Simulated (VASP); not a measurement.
# ZnS (F-43m) in VASP: a series of runs, part 2 of 2

VASP 6.6.1. Earlier steps stand in the parts before.

## Step 6: Single point, PBE, non-collinear spin, zero start, spin-orbit coupling

This run uses another cell than the first one, of 20.16 Å³/atom, 1.005 times its volume.

File INCAR:

```
PREC = Accurate
ENCUT = 520
EDIFF = 1E-7
ISMEAR = 0
SIGMA = 0.05
LREAL = False
LASPH = True
NELM = 150
ALGO = Normal
ISIF = 2
LWAVE = False
LCHARG = False
MAGMOM = 0 0 0 0 0 0
LORBIT = 11
LSORBIT = True
GGA_COMPAT = False
LORBMOM = True
GGA = PE
NBANDS = 30
```

File KPOINTS:

```
Automatic mesh
0
Gamma
  12 12 12
```

File POSCAR:

```
ZnS
1.0
    0.0000000000      2.7217991804      2.7217991804
    2.7217991804      0.0000000000      2.7217991804
    2.7217991804      2.7217991804      0.0000000000
Zn S
1 1
Direct
    0.0000000000      0.0000000000      0.0000000000
    0.7500000000      0.7500000000      0.7500000000
```

Potentials or basis: VASP PAW PBE potentials, release 64 (Zn, S).

Launch:

```bash
> cat potpaw_PBE.64/Zn/POTCAR potpaw_PBE.64/S/POTCAR > POTCAR
> mpirun -np 1 vasp_ncl > vasp.out
```

OUTCAR:

```text
PREC = Accurate
   ENCUT = 520
   EDIFF = 1E-7
   ISMEAR = 0
   LREAL = False
   LASPH = True
   NELM = 150
   ISIF = 2
   LORBIT = 11
   LSORBIT = True
   GGA = PE

 ion  position               nearest neighbor table
   1  0.000  0.000  0.000-   2 2.36   2 2.36   2 2.36   2 2.36
   2  0.750  0.750  0.750-   1 2.36   1 2.36   1 2.36   1 2.36

  LATTYP: Found a face centered cubic cell.
 ALAT       =     5.4435983608

  Lattice vectors:

 A1 = (   0.0000000000,   2.7217991804,   2.7217991804)
 A2 = (   2.7217991804,   0.0000000000,   2.7217991804)
 A3 = (   2.7217991804,   2.7217991804,   0.0000000000)

Analysis of symmetry for initial positions (statically):
=====================================================================
 Subroutine PRICEL returns:
 Original cell was already a primitive cell.

 Routine SETGRP: Setting up the symmetry group for a
 face centered cubic supercell.

 Subroutine GETGRP returns: Found 24 space group operations
 (whereof 24 operations were pure point group operations)
 out of a pool of 48 trial point group operations.

The static configuration has the point symmetry T_d .

Analysis of symmetry for dynamics (positions and initial velocities):
=====================================================================
 Subroutine PRICEL returns:
 Original cell was already a primitive cell.

 Routine SETGRP: Setting up the symmetry group for a
 face centered cubic supercell.

 Subroutine GETGRP returns: Found 24 space group operations
 (whereof 24 operations were pure point group operations)
 out of a pool of 48 trial point group operations.

The dynamic configuration has the point symmetry T_d .

Analysis of structural, dynamic, and magnetic symmetry:
=====================================================================
 Subroutine PRICEL returns:
 Original cell was already a primitive cell.

 Routine SETGRP: Setting up the symmetry group for a
 face centered cubic supercell.

[... 999 lines left out ...]

 orbital moment (y)

 # of ion     p       d       tot
 ----------------------------------------
  1        -0.000   0.000   0.000
  2         0.000   0.000   0.000
 ----------------------------------------
            0.000   0.000   0.000

 orbital moment (z)

 # of ion     p       d       tot
 ----------------------------------------
  1         0.000   0.000   0.000
  2         0.000   0.000   0.000
 ----------------------------------------
            0.000   0.000   0.000

 Spin-Orbit-Coupling matrix elements

 Ion:    1  E_soc:     -0.0082516
 l=   1
     0.0000000    -0.0003966    -0.0003966
    -0.0003966     0.0000000    -0.0003966
    -0.0003966    -0.0003966     0.0000000
 l=   2
     0.0000000    -0.0001995     0.0000000    -0.0001995    -0.0007791
    -0.0001995     0.0000000    -0.0005843    -0.0001995    -0.0001948
     0.0000000    -0.0005843     0.0000000    -0.0005843     0.0000000
    -0.0001995    -0.0001995    -0.0005843     0.0000000    -0.0001948
    -0.0007791    -0.0001948     0.0000000    -0.0001948     0.0000000
 l=   3
     0.0000000     0.0000000     0.0000000     0.0000000     0.0000000     0.0000000     0.0000000
     0.0000000     0.0000000     0.0000000     0.0000000     0.0000000     0.0000000     0.0000000
     0.0000000     0.0000000     0.0000000     0.0000000     0.0000000     0.0000000     0.0000000
     0.0000000     0.0000000     0.0000000     0.0000000     0.0000000     0.0000000     0.0000000
     0.0000000     0.0000000     0.0000000     0.0000000     0.0000000     0.0000000     0.0000000
     0.0000000     0.0000000     0.0000000     0.0000000     0.0000000     0.0000000     0.0000000
     0.0000000     0.0000000     0.0000000     0.0000000     0.0000000     0.0000000     0.0000000

 Ion:    2  E_soc:     -0.0017897
 l=   1
     0.0000000    -0.0002983    -0.0002983
    -0.0002983     0.0000000    -0.0002983
    -0.0002983    -0.0002983     0.0000000
 l=   2
     0.0000000     0.0000000     0.0000000     0.0000000     0.0000000
     0.0000000     0.0000000     0.0000000     0.0000000     0.0000000
     0.0000000     0.0000000     0.0000000     0.0000000     0.0000000
     0.0000000     0.0000000     0.0000000     0.0000000     0.0000000
     0.0000000     0.0000000     0.0000000     0.0000000     0.0000000
 l=   3
     0.0000000     0.0000000     0.0000000     0.0000000     0.0000000     0.0000000     0.0000000
     0.0000000     0.0000000     0.0000000     0.0000000     0.0000000     0.0000000     0.0000000
     0.0000000     0.0000000     0.0000000     0.0000000     0.0000000     0.0000000     0.0000000
     0.0000000     0.0000000     0.0000000     0.0000000     0.0000000     0.0000000     0.0000000
     0.0000000     0.0000000     0.0000000     0.0000000     0.0000000     0.0000000     0.0000000
     0.0000000     0.0000000     0.0000000     0.0000000     0.0000000     0.0000000     0.0000000
     0.0000000     0.0000000     0.0000000     0.0000000     0.0000000     0.0000000     0.0000000

 total charge

# of ion       s       p       d       tot
------------------------------------------
    1        0.514   0.458   9.797  10.769
    2        1.316   2.426   0.000   3.742
--------------------------------------------------
tot          1.830   2.884   9.797  14.511

 magnetization (x)

# of ion       s       p       d       tot
------------------------------------------
    1        0.000   0.000   0.000   0.000
    2       -0.000  -0.000   0.000  -0.000
--------------------------------------------------
tot         -0.000  -0.000   0.000  -0.000

 magnetization (y)

# of ion       s       p       d       tot
------------------------------------------
    1        0.000   0.000   0.000   0.000
    2        0.000   0.000   0.000   0.000
--------------------------------------------------
tot          0.000   0.000   0.000   0.000

 magnetization (z)

# of ion       s       p       d       tot
------------------------------------------
    1       -0.000   0.000   0.000  -0.000
    2       -0.000   0.000   0.000   0.000
--------------------------------------------------
tot         -0.000   0.000   0.000   0.000
```

Wall time 11 min (1 thread of AMD EPYC 7R13, shared host); peak memory 0.37 GiB.

Results:

```yaml
Free_energy: -6.8576 eV
Pressure: 0.1 GPa
Net_moment: 0.00 μB per cell
Valence_electrons_inside_the_program's_atomic_spheres: Zn 10.77; S 3.74
```

Moments on the atoms (μB; x, y, z):
```
Zn  0.00 0.00 0.00
S   0.00 0.00 0.00
```

## Step 7: The runs side by side

```tsv
spin	cell	gap on the mesh (eV)	pressure (GPa)
off	a = 3.843 Å, angles 60.0°, 2 atoms	2.04	0.5
off	a = 3.849 Å, angles 60.0°, 2 atoms	2.02	0.1
off	a = 3.875 Å, angles 60.0°, 2 atoms	1.93	-1.2
off	a = 3.900 Å, angles 60.0°, 2 atoms	1.85	-2.4
non-collinear, zero start, SOC	a = 3.849 Å, angles 60.0°, 2 atoms	-	0.1
```

Alike in all rows: task single point; level PBE; potentials or basis VASP PAW PBE potentials, release 64 (Zn, S); k mesh 12 × 12 × 12; cutoff (eV) 520; smearing gaussian 0.05 eV.

Total energies depend on the potentials used, so only differences within one code and one set of settings carry meaning.

## Step 8: Comparison with measurements

Step 2. A measured gap of ZnS is 3.85 eV (direct; 19 K; quoted in “Electronic, vibrational, and thermodynamic properties of ZnS (zincblende and rocksalt structure)”, 2009, arxiv:0911.5022); the calculated 2.04 eV misses it by -1.81 eV. The value is that of PBE on a finite k mesh, which can miss the band edges, without temperature or zero-point motion. Semilocal functionals fall short of measured gaps as a rule.

Step 3. Measured gap of ZnS: 3.85 eV (direct; 19 K; quoted in “Electronic, vibrational, and thermodynamic properties of ZnS (zincblende and rocksalt structure)”, 2009, arxiv:0911.5022). This calculation gives 2.02 eV (-1.83 eV). The value is that of PBE on a finite k mesh, which can miss the band edges, without temperature or zero-point motion. Semilocal functionals fall short of measured gaps as a rule.
